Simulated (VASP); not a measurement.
MoS2, 6 atoms in the cell. The structure is hexagonal, space group P6_3/mmc (No. 194). The conventional cell has a = 3.231 Å, b = 3.231 Å, c = 12.566 Å, α = 90.00°, β = 90.00°, γ = 120.00°. Within 3.2 Å of Mo (site symmetry -6m2) lie 6 S at 2.45 Å. S (site symmetry 3m) has 3 Mo at 2.45 Å and 1 S at 3.19 Å within 3.2 Å. 

```yaml
Program: VASP 6.6.1
Task: single point
Functional: PBE
Potentials_or_basis: VASP PAW PBE potentials, release 64 (Mo_sv, S)
Cutoff: 520 eV
k_mesh: 8 × 8 × 2
Occupations: methfessel-paxton, width 0.15 eV
Spin: no spin polarisation
Dipole_correction: no
Further_INCAR_settings: ALGO = Normal; EDIFF = 1e-07; NBANDS = 35
```

Potentials or basis: VASP PAW PBE potentials, release 64 (Mo_sv, S).

Command:

```console
$ cat potpaw_PBE.64/Mo_sv/POTCAR potpaw_PBE.64/S/POTCAR > POTCAR
$ mpirun -np 1 vasp_std > vasp.out
```

Hardware: 1 thread of Intel(R) Xeon(R) Platinum 8175M CPU @ 2.50GHz (Skylake/Cascade Lake), with other jobs on the host.

How long does it take, and how much memory?

Run time: 62 s on 1 thread of Intel(R) Xeon(R) Platinum 8175M CPU @ 2.50GHz (Skylake/Cascade Lake) (shared host), peak memory 0.25 GiB. Counts: scf iterations 16, k points 20.
